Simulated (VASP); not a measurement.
Write the native input for VASP 6.6.1 that does the following.

```
Task                   : single point
Functional             : PBEsol
Potentials or basis    : VASP PAW PBE potentials, release 64 (Cd, S)
Cutoff                 : 520 eV
k mesh                 : 6 × 6 × 4
Occupations            : gaussian, width 0.01 eV
Spin                   : no spin polarisation
Dipole correction      : no
Further INCAR settings : ALGO = Normal; EDIFF = 1e-06; NBANDS = 16
```

The structure of CdS lies in POSCAR:

```
CdS
1.0
    4.3718989228      0.0000000000      0.0000000000
   -2.1859494614      3.7861750479      0.0000000000
    0.0000000000      0.0000000000      5.9549977322
Cd S
1 1
Direct
    0.0000000000      0.0000000000      0.4426920000
    0.6666666667      0.3333333333      0.4343080000
```

One way to write it, as run:

INCAR

```
ALGO     = Normal         # electronic algorithm
EDIFF    = 1E-6           # SCF threshold, eV
ENCUT    = 520            # plane-wave cutoff, eV
GGA      = PS             # functional
ISIF     = 2              # what is computed and relaxed
ISMEAR   = 0              # smearing method
LASPH    = True           # aspherical terms in the spheres
LCHARG   = False          # write CHGCAR
LREAL    = False          # projectors in reciprocal space
LWAVE    = False          # write WAVECAR
NBANDS   = 16             # bands
NELM     = 100            # most SCF steps
PREC     = Accurate       # precision mode
SIGMA    = 0.01           # smearing width, eV
```

KPOINTS

```
k-points
0
Gamma
  6 6 4
```

Potentials or basis: VASP PAW PBE potentials, release 64 (Cd, S).

Command:

```console
$ cat potpaw_PBE.64/Cd/POTCAR potpaw_PBE.64/S/POTCAR > POTCAR
$ mpirun -np 1 vasp_std > vasp.out
```

It gave:

The pressure is -2.9 GPa, the largest force is 0.029 eV/Å and the band gap on the k mesh is 1.13 eV, indirect (least direct gap 1.27 eV).

Caveat: the PAW data sets were made with another functional, which shifts forces and pressure a little.

Run time: 87 s on 1 thread of AMD EPYC 7R13 (shared host), peak memory 0.21 GiB.
